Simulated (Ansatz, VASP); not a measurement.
## Zr2Br: VASP beside Ansatz

```xyz
3
Lattice="0.0000 3.2478 3.2478 3.2478 0.0000 3.2478 3.2478 3.2478 0.0000" Properties=species:S:1:pos:R:3 pbc="T T T"
Zr    4.8718    4.8718    4.8718
Zr    1.6239    1.6239    1.6239
Br    0.0000    0.0000    0.0000
```

Change from the starting cell: species swapped into the Ca2Pb type (Fm-3m, No. 225).

Alike in both runs: functional PBE; k mesh 12 × 12 × 12; occupations gaussian, width 0.1 eV; no spin polarisation.

Ansatz relaxed the structure, and its values are those at the end. VASP's run is a single point on that final structure, the one shown.

```csv
,VASP,Ansatz
version,VASP 6.6.1,Ansatz 0.2.0
potentials or method,"VASP PAW PBE potentials, release 64 (Zr_sv, Br), cutoff 520 eV","scalar-relativistic, plane waves, PAW"
valence electrons in the cell,31,31
```

```tsv
	VASP	Ansatz	Ansatz less VASP
gap on the k mesh at the Fermi level (eV)	none	none	-
pressure (GPa)	0.1	0.0	-0.05
```

A gap of «none» marks a metal or a gap that the smearing closes. With one functional, cell and mesh, what is left measures potentials, basis and numerics.
